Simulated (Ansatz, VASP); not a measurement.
One calculation of HPt6, two programs

```
CELL_PARAMETERS angstrom
5.61433 0.00000 0.00000
-2.80716 4.86215 0.00000
0.00000 0.00000 22.61927
ATOMIC_POSITIONS crystal
Pt 0.33333 0.16667 0.17684
Pt 0.33333 0.66667 0.17684
Pt 0.83333 0.16667 0.17684
Pt 0.83333 0.66667 0.17684
Pt 0.16667 0.33333 0.27895
Pt 0.16667 0.83333 0.27895
Pt 0.66667 0.33333 0.27895
Pt 0.66667 0.83333 0.27895
Pt 0.00000 0.00000 0.38106
Pt 0.00000 0.50000 0.38106
Pt 0.50000 0.00000 0.38106
Pt 0.50000 0.50000 0.38106
H 0.15493 0.30986 0.44339
H 0.34507 0.69014 0.44339
```

Alike in both runs: task single point; functional PBE; k mesh 6 × 6 × 1; occupations gaussian, width 0.1 eV; no spin polarisation.

|  | VASP | Ansatz |
| --- | --- | --- |
| version | VASP 6.6.1 | Ansatz 0.2.0 |
| potentials or method | VASP PAW PBE potentials, release 64 (Pt, H), cutoff 520 eV | scalar-relativistic, plane waves, PAW |
| valence electrons in the cell | 122 | 218 |

|  | VASP | Ansatz | Ansatz less VASP |
| --- | --- | --- | --- |
| gap on the k mesh at the Fermi level (eV) | none | none | - |
| rms of the force components (eV/Å) | 0.492 | 0.495 | +0.0035 |

Atom by atom the forces differ by 0.008 eV/Å (rms over components). A gap of «none» marks a metal or a gap that the smearing closes. VASP's potentials hold 122 valence electrons a cell and Ansatz's 218, so a difference there can come from the potentials and not from the codes.

Neither program's run includes spin-orbit coupling.
